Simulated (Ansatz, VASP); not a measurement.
Ta: VASP beside Ansatz

File INCAR:

```
SYSTEM = Ta
PREC = Accurate
ENCUT = 520
EDIFF = 1E-7
ISMEAR = -1
SIGMA = 0.05
LREAL = .False.
LASPH = .True.
NELM = 100
ALGO = Normal
ISIF = 2
LWAVE = .False.
LCHARG = .True.
LELF = .True.
LVHAR = .True.
NBANDS = 18
```

File KPOINTS:

```
regular mesh
0
Gamma
  11 11 5
  0 0 0
```

File POSCAR:

```
Ta
1.0
    2.9003720726      0.0000000000      0.0000000000
   -1.4501860363      2.5117958953      0.0000000000
    0.0000000000      0.0000000000      5.1662740000
Ta
2
Direct
    0.3333333333      0.6666666667      0.2500000000
    0.6666666667      0.3333333333      0.7500000000
```

Contents of input.yaml:

```yaml
crystal:
  lattice:
    - [2.9003720726, 0.0, 0.0]
    - [-1.4501860363, 2.5117958953, 0.0]
    - [0.0, 0.0, 5.166274]
  atoms:
    - { symbol: Ta, position: [0.3333333333, 0.6666666667, 0.25] }
    - { symbol: Ta, position: [0.6666666667, 0.3333333333, 0.75] }
hamiltonian:
  xc: lda
  pseudopotentials: { kind: paw }
kpoints:
  mp_grid: { grid: [11, 11, 5] }
scf:
  occupations: { method: fermi_dirac, width: 0.05 }
output:
  forces: true
  stress: true
  eigenvalues: true
  write_density: true
  write_potential: true
  elf: true
  volumetric_format: npy
```

Alike in both runs: task single point; functional LDA; k mesh 11 × 11 × 5; occupations fermi-dirac, width 0.05 eV; no spin polarisation.

|  | VASP | Ansatz |
| --- | --- | --- |
| version | VASP 6.6.1 | Ansatz 0.2.0 |
| potentials or method | VASP PAW LDA potentials, release 64 (Ta_pv) | Ansatz PAW |
| plane-wave cutoff (eV) | 520 | 420 |
| valence electrons in the cell | 22 | 26 |

VASP gave:

* gap on the k mesh at the Fermi level (eV): none
* pressure (GPa): -11.3
* traceless stress, the component that is largest in VASP (GPa): 2.03

Task: Estimate Ansatz's values.

Result: gap on the k mesh at the Fermi level (eV): none; pressure (GPa): -12.0; traceless stress, the component that is largest in VASP (GPa): 2.07.

LDA's correlation is that of Perdew and Zunger in VASP and of Perdew and Wang (1992) in Ansatz. A gap of «none» marks a metal or a gap that the smearing closes. VASP's potentials hold 22 valence electrons a cell and Ansatz's 26, so a difference there can come from the potentials and not from the codes.

Neither program's run includes spin-orbit coupling.
